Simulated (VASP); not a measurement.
# B in VASP: a series of runs

The runs below take B through single point, relaxation of cell and atoms, with PBE.

All numbers are computed with VASP 6.6.1; they aren't measurements. Logs are shortened: lines on timing, memory, paths and dates and some standing lists are left out, and cuts for length are marked.

### Step 1. The cell of the first run

It takes space group C2/c (No. 15, monoclinic). Conventional cell: a = 3.166 Å, b = 5.340 Å, c = 2.212 Å, α = 90.00°, β = 133.63°, γ = 90.00°. Within 2.3 Å of B (site symmetry 2) lie 8 B at 1.75 to 2.29 Å.

### Step 2. Single point, PBE

File INCAR:

```
SYSTEM = B
PREC = Accurate ; ENCUT = 500
EDIFF = 1E-6 ; ISMEAR = 0
SIGMA = 0.1 ; LREAL = .FALSE.
LASPH = .TRUE. ; NELM = 120
ALGO = Normal ; ISIF = 2
LWAVE = .FALSE. ; LCHARG = .TRUE.
GGA = PE ; LELF = .TRUE.
LVHAR = .TRUE. ; NBANDS = 10
GGA_COMPAT = .FALSE.
```

File KPOINTS:

```
Automatic mesh
0
G
  8 8 10
  0 0 0
```

File POSCAR:

```
B
1.0
    1.5828103548     -2.6700630992      0.0000000000
    1.5828103548      2.6700630992      0.0000000000
   -1.5262181986      0.0000000000      1.6009120274
B
2
Direct
    0.1264184818      0.8735815182      0.7500000000
    0.8735815182      0.1264184818      0.2500000000
```

Potentials or basis: VASP PAW PBE potentials, release 64 (B).

On the command line:

```
$ cat potpaw_PBE.64/B/POTCAR > POTCAR
$ mpirun -np 1 vasp_std > vasp.out
```

OUTCAR:

```text
SYSTEM = B
   PREC = Accurate
   ENCUT = 500
   EDIFF = 1E-6
   ISMEAR = 0
   LREAL = .FALSE.
   LASPH = .TRUE.
   NELM = 120
   ISIF = 2
   GGA = PE

 ion  position               nearest neighbor table
   1  0.126  0.874  0.750-   2 1.75   2 1.75   2 1.75   2 1.75
   2  0.874  0.126  0.250-   1 1.75   1 1.75   1 1.75   1 1.75

  LATTYP: Found a base centered monoclinic cell.
 ALAT       =     3.1656207096
 B/A-ratio  =     1.6869128327
 C/A-ratio  =     0.6987083679
 COS(beta)  =    -0.6900202003

  Lattice vectors:

 A1 = (   1.5828103548,  -2.6700630992,   0.0000000000)
 A2 = (   1.5828103548,   2.6700630992,   0.0000000000)
 A3 = (  -1.5262181986,   0.0000000000,   1.6009120274)

Analysis of symmetry for initial positions (statically):
=====================================================================
 Subroutine PRICEL returns:
 Original cell was already a primitive cell.

 Routine SETGRP: Setting up the symmetry group for a
 base centered monoclinic supercell.

 Subroutine GETGRP returns: Found  4 space group operations
 (whereof  2 operations were pure point group operations)
 out of a pool of  4 trial point group operations.

The static configuration has the point symmetry S_2 .
 The point group associated with its full space group is C_2h.

Analysis of symmetry for dynamics (positions and initial velocities):
=====================================================================
 Subroutine PRICEL returns:
 Original cell was already a primitive cell.

 Routine SETGRP: Setting up the symmetry group for a
 base centered monoclinic supercell.

 Subroutine GETGRP returns: Found  4 space group operations
 (whereof  2 operations were pure point group operations)
 out of a pool of  4 trial point group operations.

The dynamic configuration has the point symmetry S_2 .
 The point group associated with its full space group is C_2h.

 Subroutine INISYM returns: Found  4 space group operations
 (whereof  2 operations are pure point group operations),
 and found     1 'primitive' translations

----------------------------------------------------------------------------------------

                                     Primitive cell

  volume of cell :      13.5316

  direct lattice vectors                    reciprocal lattice vectors
     1.582810355 -2.670063099  0.000000000     0.315893814 -0.187261492  0.301155141
     1.582810355  2.670063099  0.000000000     0.315893814  0.187261492  0.301155141
    -1.526218199  0.000000000  1.600912027     0.000000000  0.000000000  0.624643942

  length of vectors
     3.103953217  3.103953217  2.211845679     0.474921243  0.474921243  0.624643942

  position of ions in fractional coordinates (direct lattice)
     0.126418482  0.873581518  0.750000000
     0.873581518  0.126418482  0.250000000

  ion indices of the primitive-cell ions
   primitive index   ion index
                 1           1
                 2           2

----------------------------------------------------------------------------------------

 KPOINTS: Automatic mesh

Automatic generation of k-mesh.
 Grid dimensions read from file:
 generate k-points for:    8    8   10

 Generating k-lattice:

  Cartesian coordinates                     Fractional coordinates (reciprocal lattice)
     0.039486727 -0.023407687  0.037644393     0.125000000 -0.000000000  0.000000000
     0.039486727  0.023407687  0.037644393    -0.000000000  0.125000000  0.000000000
     0.000000000  0.000000000  0.062464394     0.000000000  0.000000000  0.100000000

  Length of vectors
     0.059365155  0.059365155  0.062464394

  Shift w.r.t. Gamma in fractional coordinates (k-lattice)
     0.000000000  0.000000000  0.000000000

 Subroutine IBZKPT returns following result:
 ===========================================

 Found    186 irreducible k-points:

 Following reciprocal coordinates:
            Coordinates               Weight
  0.000000  0.000000  0.000000      1.000000
  0.125000  0.000000 -0.000000      4.000000
  0.250000  0.000000 -0.000000      4.000000
  0.375000  0.000000 -0.000000      4.000000
  0.500000  0.000000 -0.000000      2.000000
  0.125000  0.125000 -0.000000      2.000000
[... 16 lines left out ...]
  0.125000  0.000000  0.100000      4.000000
  0.250000  0.000000  0.100000      4.000000
 [... further k-points ...]
   k-points           NKPTS =    186   k-points in BZ     NKDIM =    186   number of bands    NBANDS=     10
   number of dos      NEDOS =    301   number of ions     NIONS =      2
   total plane-waves  NPLWV =   9216
   dimension x,y,z NGX =    24 NGY =   24 NGZ =   16
   dimension x,y,z NGXF=    48 NGYF=   48 NGZF=   32
   ions per type =               2
   NGX,Y,Z   is equivalent  to a cutoff of  12.85, 12.85, 12.03 a.u.
   NGXF,Y,Z  is equivalent  to a cutoff of  25.71, 25.71, 24.05 a.u.
 SYSTEM =  B
   PREC   = accura    normal or accurate (medium, high low for compatibility)
   ISTART =      0    job   : 0-new  1-cont  2-samecut
   ICHARG =      2    charge: 1-file 2-atom 10-const
   ISPIN  =      1    spin polarized calculation?
   LNONCOLLINEAR =      F non collinear calculations
   LSORBIT =      F    spin-orbit coupling
   LASPH  =      T    aspherical Exc in radial PAW
   ENCUT  =  500.0 eV  36.75 Ry    6.06 a.u.   5.66  5.66  4.03*2*pi/ulx,y,z
   NELM   =    120;   NELMIN=  2; NELMDL= -5     # of ELM steps
   EDIFF  = 0.1E-05   stopping-criterion for ELM
   LREAL  =      F    real-space projection
   EDIFFG = 0.1E-04   stopping-criterion for IOM
   NSW    =      0    number of steps for IOM
   IBRION =     -1    ionic relax: 0-MD 1-quasi-New 2-CG
   NFREE  =      0    steps in history (QN), initial steepest desc. (CG)
   ISIF   =      2    stress and relaxation
   ISYM   =      2    0-nonsym 1-usesym 2-fastsym
   POTIM  = 0.5000    time-step for ionic-motion
   TEBEG  =    0.0;   TEEND  =   0.0 temperature during run
   PSTRESS=    0.0 pullay stress
   NELECT =       6.0000    total number of electrons
   NUPDOWN=      -1.0000    fix difference up-down
   EMIN   =  10.00;   EMAX   =-10.00  energy-range for DOS
   EFERMI =   0.00;   METHOD = LEGACY
   ISMEAR =     0;   SIGMA  =   0.10  broadening in eV -4-tet -1-fermi 0-gaus
   EFERMI_NEDOS =   21; number of points for ismear=-14 and -15
   IALGO  =     38    algorithm
   IMIX   =      4    mixing-type and parameters
     AMIX     =   0.40;   BMIX     =  1.00
     AMIX_MAG =   1.60;   BMIX_MAG =  1.00
  volume/ion in A,a.u.               =       6.77        45.66
  Fermi-wavevector in a.u.,A,eV,Ry     =   1.248368  2.359073 21.203627  1.558423
  Thomas-Fermi vector in A             =   2.382458
   LORBIT       =      0    0 simple, 1 ext, 2 COOP (PROOUT), +10 PAW based schemes
   GGA     = PE    functional components
   LHFCALC =     F    Hartree Fock is set to
   AEXX    =    0.0000 exact exchange contribution
   IVDW    =     0    specifies the selected vdW correction
   LEPSILON=     F    determine dielectric tensor
   LRPA    =     F    only Hartree local field effects (RPA)
 non-spin polarized calculation
 Gauss-broadening in eV      SIGMA  =   0.10
  energy-cutoff  :      500.00
  volume of cell :       13.53
 maximum number of plane-waves:       354
   NGX = 11   NGY = 11   NGZ =  9

 number of electron       6.0000000 magnetization

 Free energy of the ion-electron system (eV)
  ---------------------------------------------------
  ext. energy  EPLUGINS =         0.00000000
  ---------------------------------------------------
  free energy    TOTEN  =       -12.68196617 eV

  energy without entropy =      -12.68059308  energy(sigma->0) =      -12.68127963

 E-fermi :   7.2729     XC(G=0): -12.1933

 val. band max:        7.2582681410   @ k =  -0.1250   0.3750   0.3000
 cond. band min:       7.3408551850   @ k =   0.3750   0.3750   0.1000
 fundamental gap:      0.0825870440
 Fermi energy:         7.2728861292

 k-point     1 :       0.0000    0.0000    0.0000
  band No.  band energies     occupation
      1      -8.8126      2.00000
      2       3.6228      2.00000
      3      13.1950      0.00000
      4      14.1137      0.00000
      5      15.5521      0.00000
      6      15.6527      0.00000
      7      16.8278      0.00000
      8      20.3354      0.00000
      9      25.4621      0.00000
     10      29.7858      0.00000

 k-point     2 :       0.1250    0.0000   -0.0000
  band No.  band energies     occupation
      1      -8.3885      2.00000
      2       3.4658      2.00000
      3      10.9572      0.00000
      4      13.9448      0.00000
      5      14.4505      0.00000
      6      15.1904      0.00000
      7      17.7500      0.00000
      8      22.6784      0.00000
      9      27.4059      0.00000
     10      30.4795      0.00000

 k-point     3 :       0.2500    0.0000   -0.0000
  band No.  band energies     occupation
      1      -7.1190      2.00000
      2       3.0613      2.00000
      3       6.4782      2.00000
      4      11.8252      0.00000
      5      15.0055      0.00000
      6      16.2736      0.00000
      7      19.3741      0.00000
      8      25.7970      0.00000
      9      28.4625      0.00000
     10      31.9913      0.00000

 k-point     4 :       0.3750    0.0000   -0.0000
  band No.  band energies     occupation
      1      -5.0161      2.00000
      2       1.3102      2.00000
      3       3.6810      2.00000
      4      10.1898      0.00000
      5      15.1414      0.00000
      6      19.0696      0.00000
      7      20.7489      0.00000
      8      27.1915      0.00000
      9      27.8932      0.00000
     10      32.2740      0.00000

 k-point     5 :       0.5000    0.0000   -0.0000
  band No.  band energies     occupation
      1      -2.1700      2.00000
      2      -2.0726      2.00000
      3       3.3817      2.00000
      4       9.6107      0.00000
      5      15.2621      0.00000
      6      20.9755      0.00000
      7      21.2298      0.00000
      8      25.8507      0.00000
      9      28.9160      0.00000
     10      30.8821      0.00000

 k-point     6 :       0.1250    0.1250   -0.0000
  band No.  band energies     occupation
      1      -7.3719      2.00000
      2       3.8902      2.00000
      3       7.5062      0.00097
      4      11.1298      0.00000
      5      14.3048      0.00000
      6      15.9316      0.00000
      7      18.1166      0.00000
      8      25.6840      0.00000
      9      30.0711      0.00000
     10      30.8616      0.00000
[... 183 lines left out ...]
 k-point    21 :       0.5000    0.5000   -0.0000
  band No.  band energies     occupation
      1      -4.7799      2.00000
      2      -4.7770      2.00000
      3      10.2673      0.00000
      4      11.7030      0.00000
      5      20.8499      0.00000
      6      22.6476      0.00000
      7      23.8434      0.00000
      8      24.5987      0.00000
      9      24.6523      0.00000
     10      25.1797      0.00000

 k-point    22 :       0.0000    0.0000    0.1000
  band No.  band energies     occupation
      1      -8.3411      2.00000
      2       3.8952      2.00000
      3      12.1130      0.00000
      4      12.8266      0.00000
      5      14.4010      0.00000
      6      15.1125      0.00000
      7      15.8727      0.00000
      8      23.2473      0.00000
      9      28.1751      0.00000
     10      29.8626      0.00000

 k-point    23 :       0.1250    0.0000    0.1000
  band No.  band energies     occupation
      1      -7.3497      2.00000
      2       3.8450      2.00000
      3       8.0964      0.00000
      4      11.7488      0.00000
      5      13.6984      0.00000
      6      15.7243      0.00000
      7      17.1524      0.00000
      8      26.0989      0.00000
      9      28.6256      0.00000
     10      31.0822      0.00000

 k-point    24 :       0.2500    0.0000    0.1000
  band No.  band energies     occupation
      1      -5.5195      2.00000
      2       2.5635      2.00000
      3       4.6138      2.00000
      4      10.2295      0.00000
      5      14.2103      0.00000
      6      17.4671      0.00000
      7      18.9688      0.00000
      8      27.1318      0.00000
      9      27.8524      0.00000
     10      30.5055      0.00000

 [... further k-points ...]
[... 5 lines left out ...]
  --------------------------------------------------------------------------------------
  -------------------------------------------------------------------------------------
  Total        0.3341161      0.1581657     -0.4969724      0.0000000      0.0000000     -0.4486530
  in kB       39.5603486     18.7272936    -58.8430201      0.0000000      0.0000000    -53.1218588
  external PRESSURE =      -0.1851260 kB  Pullay stress =       0.0000000 kB

 VOLUME and BASIS-vectors are now :
 -----------------------------------------------------------------------------
  energy-cutoff  :      500.00
  volume of cell :       13.53
      direct lattice vectors                 reciprocal lattice vectors
     1.582810355 -2.670063099  0.000000000     0.315893814 -0.187261492  0.301155141
     1.582810355  2.670063099  0.000000000     0.315893814  0.187261492  0.301155141
    -1.526218199  0.000000000  1.600912027     0.000000000  0.000000000  0.624643942

 POSITION                                       TOTAL-FORCE (eV/Angst)
 -----------------------------------------------------------------------------------
      0.43815      1.99497      1.20068         0.000000      0.077102      0.000000
      1.20126     -1.99497      0.40023        -0.000000     -0.077102     -0.000000
 -----------------------------------------------------------------------------------
    total drift:                                0.000000      0.000000     -0.000000

  FREE ENERGIE OF THE ION-ELECTRON SYSTEM (eV)
  ---------------------------------------------------
  free  energy   TOTEN  =       -12.6819661722 eV

  energy  without entropy=      -12.6805930822  energy(sigma->0) =      -12.68127963
```

Run time: 20 s. Hardware: 1 thread of AMD EPYC 7R43 (Zen 3), shared host; peak memory 0.1 GiB.

What came out:

| Item | Value |
| --- | --- |
| Free energy | -12.6820 eV |
| Pressure | 0.0 GPa |
| Largest force | 0.077 eV/Å |
| Band gap on the k mesh | zero (bands 3 and 4 overlap by 9.82 eV) |

Forces in eV/Å, atoms in the order of the input:
```
B    0.000  0.077  0.000
B    0.000 -0.077  0.000
```

Caveat: the k points lie up to 0.37 Å⁻¹ apart, too coarse for converged energies and pressures of a metal.

### Step 3. Relaxation of cell and atoms, PBE

This run uses another cell than the first one, of 7.17 Å³/atom.

File INCAR:

```
ALGO = Normal
EDIFF = 1E-6
EDIFFG = -0.04
ENCUT = 600
GGA = PE
IBRION = 2
ISIF = 3
ISMEAR = 0
LASPH = True
LCHARG = False
LREAL = False
LWAVE = False
NELM = 80
NSW = 90
PREC = Accurate
SIGMA = 0.1
```

File KPOINTS:

```
k-points
0
Gamma
  10 10 10
```

File POSCAR:

```
B
1.0
   -1.8728847213      1.8728847213      1.0216931879
    1.8728847213     -1.8728847213      1.0216931879
    1.8728847213      1.8728847213     -1.0216931879
B
2
Direct
    0.0000000000      0.0000000000      0.0000000000
    0.7500000000      0.2500000000      0.5000000000
```

Potentials or basis: VASP PAW PBE potentials, release 64 (B).

On the command line:

```
$ cat potpaw_PBE.64/B/POTCAR > POTCAR
$ mpirun -np 1 vasp_std > vasp.out
```

It took 1.8 min on 1 thread of Intel Xeon 8259CL, shared host; peak memory 0.13 GiB.

It converged, with:

| Property | Result |
| --- | --- |
| Free energy | -11.4960 eV |
| Relaxed volume | 8.04 Å³/atom |
| Relaxed cell | a = 3.273 Å, b = 3.273 Å, c = 3.273 Å, α = 93.40°, β = 93.40°, γ = 151.79° |
| Space group after relaxing (to 0.1 Å) | I4_1/amd (No. 141) |
| Energy gained by relaxing | 432.4 meV/atom |
| Ionic steps | 16 |
| Pressure after relaxing | -0.1 GPa |
| Band gap on the k mesh | zero (bands 3 and 4 overlap by 12.08 eV) |

Stress tensor (GPa, compression positive):
```
 0.04  0.00  0.00
 0.00  0.04  0.00
 0.00  0.00 -0.32
```

Step by step:
```
step  energy change (eV)  largest force (eV/Å)  pressure (GPa)  volume (Å³)
   1              0.0000                0.0000          -11.97        14.34
   2             -0.1661                0.0000            1.02        13.24
   3              0.1949                0.0000           94.23        10.31
   4             -0.2282                0.0000           11.45        12.61
   5             -0.2309                0.0000           26.72        11.97
   6             -0.2407                0.0000           19.10        12.26
   7             -0.3135                0.0000           21.46        12.18
   8             -0.4128                0.0000           46.24        11.82
   9             -0.4219                0.0000           29.67        12.00
  10             -0.4256                0.0000           32.78        11.96
  11             -0.6045                0.0000           21.73        12.74
  12             -0.8309                0.0000           12.27        15.19
  13             -0.8381                0.0000           -5.87        16.05
  14             -0.8595                0.0000            1.99        15.64
  15             -0.8630                0.0000            1.13        15.82
  16             -0.8649                0.0000           -0.08        16.08
```

Final structure:
```yaml
crystal:
  lattice:
    - [-2.24470, 2.24470, 0.79767]
    - [2.24470, -2.24470, 0.79767]
    - [2.24470, 2.24470, -0.79767]
  atoms:
    - { symbol: B, position: [0.00000, 0.00000, 0.00000] }
    - { symbol: B, position: [0.75000, 0.25000, 0.50000] }
```

Levels at points of the mesh, in eV from the Fermi level:
| k point | band 1 | band 2 | band 3 | band 4 | band 5 | band 6 |
| --- | --- | --- | --- | --- | --- | --- |
| (0.00, 0.00, 0.00) | -14.73 | -4.29 | -4.29 | -3.46 | 5.18 | 5.47 |
| (0.50, 0.00, 0.00) | -5.34 | -3.67 | 2.94 | 5.21 | 6.05 | 9.51 |
| (0.50, 0.50, 0.00) | -11.71 | -11.71 | -1.00 | -1.00 | 1.37 | 1.37 |
| (0.50, 0.50, 0.50) | -9.20 | -9.20 | -8.01 | -8.01 | 7.62 | 7.62 |

Caveat: a cell axis changed by over 15 % at a fixed basis, so the end point is rough.
